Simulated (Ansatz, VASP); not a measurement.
# C in VASP and in Ansatz

Contents of INCAR:

```
  PREC = Accurate
  ENCUT = 520
  EDIFF = 1E-6
  ISMEAR = 0
  SIGMA = 0.1
  LREAL = False
  LASPH = True
  NELM = 60
  ALGO = Normal
  ISIF = 2
  LWAVE = False
  LCHARG = False
  LDIPOL = True
  IDIPOL = 3
  DIPOL = 0.5 0.5 0.345
  GGA = PE
  IVDW = 12
  NBANDS = 16
```

The input KPOINTS:

```
regular mesh
0
Gamma
  15 15 1
```

File POSCAR:

```
C
1.0
    2.4656677093      0.0000000000      0.0000000000
   -1.2328338546      2.1353308736      0.0000000000
    0.0000000000      0.0000000000     17.5000661151
C
4
Direct
    0.6666666667      0.3333333333      0.2571437747
    0.3333333333      0.6666666667      0.2571418857
    0.6666666667      0.5000000000      0.4320021459
    1.0000000000      0.1666666667      0.4320002569
```

Input for Ansatz:

```yaml
crystal:
  lattice:
    - [2.4656677093, 0.0, 0.0]
    - [-1.2328338546, 2.1353308736, 0.0]
    - [0.0, 0.0, 17.5000661151]
  atoms:
    - { symbol: C, position: [0.6666666667, 0.3333333333, 0.2571437747] }
    - { symbol: C, position: [0.3333333333, 0.6666666667, 0.2571418857] }
    - { symbol: C, position: [0.6666666667, 0.5, 0.4320021459] }
    - { symbol: C, position: [1.0, 0.1666666667, 0.4320002569] }
basis:
  ecutwfc: 420
kpoints:
  mp_grid: { grid: [15, 15, 1] }
hamiltonian:
  xc: pbe
  dispersion: d3bj
scf:
  occupations: { method: gaussian, width: 0.1 }
output:
  forces: true
  eigenvalues: true
efield:
  axis: 3
  dipole_correction: true
  ramp_width: 0.04
```

Alike in both runs: task single point; functional PBE; dispersion D3(BJ); k mesh 15 × 15 × 1; occupations gaussian, width 0.1 eV; no spin polarisation.

|  | VASP | Ansatz |
| --- | --- | --- |
| version | VASP 6.6.1 | Ansatz 0.2.0 |
| potentials or method | VASP PAW PBE potentials, release 64 (C), cutoff 520 eV | scalar-relativistic, plane waves, PAW |
| valence electrons in the cell | 16 | 16 |

VASP gave:

- gap on the k mesh at the Fermi level (eV): 0.37
- least direct gap on the mesh (eV): 0.37
- rms of the force components (eV/Å): 0.066

Task: Estimate Ansatz's values.

Result: gap on the k mesh at the Fermi level (eV): 0.37; least direct gap on the mesh (eV): 0.37; rms of the force components (eV/Å): 0.065.

Atom by atom the forces differ by 0.000 eV/Å (rms over components).
